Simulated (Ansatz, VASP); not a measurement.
# One calculation of In3Cu, two programs

The input INCAR:

```
SYSTEM = In3Cu
  ALGO = Fast
  EDIFF = 1E-6
  ENCUT = 520
  ISIF = 2
  ISMEAR = 0
  LASPH = .True.
  LCHARG = .False.
  LREAL = .False.
  LWAVE = .False.
  NBANDS = 33
  NELM = 80
  PREC = Accurate
  SIGMA = 0.15
```

Contents of KPOINTS:

```
k-points
0
Gamma
  10 10 10
  0 0 0
```

Contents of POSCAR:

```
In3Cu
1.0
    4.2530367938     -0.0377590030     -0.0377590030
   -0.0377590030      4.2530367938     -0.0377590030
   -0.0377590030     -0.0377590030      4.2530367938
In Cu
3 1
Direct
    0.0000000000      0.5000000000      0.5000000000
    0.5000000000      0.0000000000      0.5000000000
    0.5000000000      0.5000000000      0.0000000000
    0.0000000000      0.0000000000      0.0000000000
```

Input for Ansatz:

```yaml
crystal:
  lattice:
    - [4.2530367938, -0.037759003, -0.037759003]
    - [-0.037759003, 4.2530367938, -0.037759003]
    - [-0.037759003, -0.037759003, 4.2530367938]
  atoms:
    - { symbol: In, position: [0.0, 0.5, 0.5] }
    - { symbol: In, position: [0.5, 0.0, 0.5] }
    - { symbol: In, position: [0.5, 0.5, 0.0] }
    - { symbol: Cu, position: [0.0, 0.0, 0.0] }
basis:
  ecutwfc: 520.0
kpoints:
  mp_grid: { grid: [10, 10, 10] }
hamiltonian:
  xc: lda
scf:
  occupations: { method: gaussian, width: 0.15 }
output:
  forces: true
  stress: true
  eigenvalues: true
```

Alike in both runs: task single point; functional LDA; k mesh 10 × 10 × 10; occupations gaussian, width 0.15 eV; no spin polarisation.

|  | VASP | Ansatz |
| --- | --- | --- |
| version | VASP 6.6.1 | Ansatz 0.2.0 |
| potentials or method | VASP PAW LDA potentials, release 64 (In_d, Cu), cutoff 520 eV | scalar-relativistic, plane waves, PAW |
| valence electrons in the cell | 50 | 58 |

```csv
,VASP,Ansatz,Ansatz less VASP
gap on the k mesh at the Fermi level (eV),none,none,-
pressure (GPa),3.6,3.8,+0.23
```

LDA's correlation is that of Perdew and Zunger in VASP and of Perdew and Wang (1992) in Ansatz. A gap of «none» marks a metal or a gap that the smearing closes. VASP's potentials hold 50 valence electrons a cell and Ansatz's 58, so a difference there can come from the potentials and not from the codes.
